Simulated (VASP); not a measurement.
## Si4N: single point with PBE+D3(BJ)

Si4N, a slab with vacuum:

```xyz
5
Lattice="3.8333 0.0000 0.0000 0.0000 3.8333 0.0000 0.0000 0.0000 21.1035" Properties=species:S:1:pos:R:3 pbc="T T T"
Si    0.0000    1.9167    4.0000
Si    0.0000    0.0000    5.3553
Si    1.9167    0.0000    6.7680
Si    1.9167    1.9167    8.1035
N     3.3542    3.3542   10.3035
```

| Item | Value |
| --- | --- |
| Program | VASP 6.6.1 |
| Task | single point |
| Functional | PBE |
| Dispersion | D3(BJ) |
| Potentials or basis | VASP PAW PBE potentials, release 64 (Si, N) |
| Cutoff | 520 eV |
| k mesh | 7 × 7 × 1 |
| Occupations | gaussian, width 0.05 eV |
| Spin | collinear spin, ferromagnetic start |
| Starting moments | [0.0, 0.0, 0.0, 0.0, 3.0] μB |

```json
{
  "Largest force": "0.661 eV/Å",
  "Net moment": "2.47 μB per cell",
  "Site moments": "Si +0.01, -0.01, +0.00, -0.08; N +1.78 μB",
  "Valence electrons inside the program's atomic spheres": "Si 1.59, 1.67, 1.57; N 3.28",
  "Dispersion energy per atom": "-0.206 eV"
}
```

Forces on the atoms (eV/Å):
```
Si   0.026  0.027  0.052
Si   0.003  0.026  0.084
Si   0.082 -0.094  0.030
Si   0.085  0.293  0.411
N   -0.197 -0.252 -0.578
```

Levels at points of the mesh, in eV from the Fermi level:
Spin up:
| k point | band 9 | band 10 | band 11 | band 12 | band 13 | band 14 | band 15 | band 16 |
| --- | --- | --- | --- | --- | --- | --- | --- | --- |
| (0.00, 0.00, 0.00) | -1.78 | -1.28 | -0.62 | 0.62 | 1.31 | 1.75 | 1.91 | 3.03 |
Spin down:
```
           k point  band 7  band 8  band 9  band 10  band 11  band 12
(0.00, 0.00, 0.00)   -1.77   -0.69    0.13     1.09     1.47     1.59
```

Run time: 9.6 min on 1 thread of Intel(R) Xeon(R) 6975P-C (Granite Rapids) (shared host), peak memory 0.62 GiB.
